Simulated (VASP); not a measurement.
LiCl:

```xyz
12
Lattice="6.0738 0.0000 0.0000 0.0000 6.0738 0.0000 0.0000 0.0000 6.0738" Properties=species:S:1:pos:R:3 pbc="T T T"
Li    4.5553    3.0369    0.0000
Li    3.0369    0.0000    4.5553
Li    0.0000    4.5553    3.0369
Li    0.0000    1.5184    3.0369
Li    1.5184    3.0369    0.0000
Li    3.0369    0.0000    1.5184
Cl    3.0369    4.5553    0.0000
Cl    4.5553    0.0000    3.0369
Cl    0.0000    3.0369    4.5553
Cl    1.5184    0.0000    3.0369
Cl    0.0000    3.0369    1.5184
Cl    3.0369    1.5184    0.0000
```

The cell was generated, and may not be a known phase.

| Item | Value |
| --- | --- |
| Program | VASP 6.6.1 |
| Task | relaxation of cell and atoms |
| Functional | PBE |
| Potentials or basis | VASP PAW PBE potentials, release 64 (Li_sv, Cl) |
| Cutoff | 600 eV |
| k mesh | 4 × 4 × 4 |
| Occupations | gaussian, width 0.1 eV |
| Spin | no spin polarisation |

At the start: pressure 12.7 GPa; volume 18.67 Å³/atom.

**Question.** How do energy, volume and symmetry change on relaxing?

**Answer.** Over 4 steps the energy falls by 215.8 meV/atom and the volume is 25.70 Å³/atom (+37.6 %); space group Pm-3n (No. 223, to 0.1 Å) before and after.

The path:
| step | energy change (eV) | largest force (eV/Å) | pressure (GPa) | volume (Å³) |
| --- | --- | --- | --- | --- |
| 1 | 0.0000 | 0.0000 | 12.72 | 224.06 |
| 2 | -2.2985 | 0.0000 | 3.02 | 275.66 |
| 3 | -2.5653 | 0.0000 | 0.77 | 299.08 |
| 4 | -2.5898 | 0.0000 | 0.09 | 308.36 |

Final structure:
```
CELL_PARAMETERS angstrom
6.75596 0.00000 0.00000
0.00000 6.75596 0.00000
0.00000 0.00000 6.75596
ATOMIC_POSITIONS crystal
Li 0.75000 0.50000 0.00000
Li 0.50000 0.00000 0.75000
Li 0.00000 0.75000 0.50000
Li 0.00000 0.25000 0.50000
Li 0.25000 0.50000 0.00000
Li 0.50000 0.00000 0.25000
Cl 0.50000 0.75000 0.00000
Cl 0.75000 0.00000 0.50000
Cl 0.00000 0.50000 0.75000
Cl 0.25000 0.00000 0.50000
Cl 0.00000 0.50000 0.25000
Cl 0.50000 0.25000 0.00000
```

Caveat: the cutoff is under 1.25 times the usual one of these potentials, so pressure, stress and relaxed cells hold a basis-set (Pulay) error; the volume moved by over 15 % at a fixed basis, so the end points are rough.
